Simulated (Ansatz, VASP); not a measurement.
# Zn in VASP and in Ansatz

```
Zn
1.0
     2.68768    0.00000    0.00000
    -1.34384    2.32760    0.00000
     0.00000    0.00000    4.99889
Zn
2
Cartesian
  1.3438 0.7759 3.7492
  0.0000 1.5517 1.2497
```

Change from the starting cell: volume scaled by 1.02.

Alike in both runs: task single point; functional LDA; k mesh 11 × 11 × 6; occupations fermi-dirac, width 0.05 eV; no spin polarisation.

```csv
,VASP,Ansatz
version,VASP 6.6.1,Ansatz 0.2.0
potentials or method,"VASP PAW LDA potentials, release 64 (Zn), cutoff 520 eV","all-electron LAPW, scalar-relativistic"
```

Ansatz gave:

* gap on the k mesh at the Fermi level (eV): none
* pressure (GPa): -10.1
* traceless stress, the component that is largest in VASP (GPa): 1.43

Q: What did VASP give for the same quantities?

A: gap on the k mesh at the Fermi level (eV): none; pressure (GPa): -9.7; traceless stress, the component that is largest in VASP (GPa): 1.28.

LDA's correlation is that of Perdew and Zunger in VASP and of Perdew and Wang (1992) in Ansatz. A gap of «none» marks a metal or a gap that the smearing closes. Ansatz ran all-electron here, and VASP with PAW potentials.
